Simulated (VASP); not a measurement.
**In: single point with PBE**

In:

```
In
1.0
     3.46479    0.00000    0.00000
     0.00000    3.46479    0.00000
     0.00000    0.00000    3.46479
In
1
Direct
  0.50000 0.50000 0.50000
```

| Property | Result |
| --- | --- |
| Program | VASP 6.6.1 |
| Task | single point |
| Functional | PBE |
| Potentials or basis | VASP PAW PBE potentials, release 64 (In_d) |
| Cutoff | 400 eV |
| k mesh | 10 × 10 × 10 |
| Occupations | gaussian, width 0.1 eV |
| Spin | no spin polarisation |
| Dipole correction | no |
| Further INCAR settings | ALGO = Normal; EDIFF = 1e-06; NBANDS = 12 |

The pressure is -4.4 GPa.

Levels at points of the mesh, in eV from the Fermi level:
| k point | band 3 | band 4 | band 5 | band 6 | band 7 | band 8 | band 9 | band 10 |
| --- | --- | --- | --- | --- | --- | --- | --- | --- |
| (0.00, 0.00, 0.00) | -14.52 | -14.52 | -14.52 | -7.31 | 5.33 | 5.33 | 5.33 | 8.28 |
| (0.50, 0.00, 0.00) | -14.58 | -14.57 | -14.51 | -5.13 | -2.22 | 7.17 | 7.17 | 10.48 |
| (0.50, 0.50, 0.00) | -14.58 | -14.58 | -14.43 | -2.90 | -0.34 | -0.34 | 3.59 | 9.03 |
| (0.50, 0.50, 0.50) | -14.66 | -14.43 | -14.43 | -0.49 | 1.44 | 1.44 | 1.44 | 6.02 |

It took 17 s on 1 thread of Intel Xeon 8259CL (shared host), peak memory 0.14 GiB.

Caveat: spin-orbit coupling is left out, which moves the levels of the heavy elements.
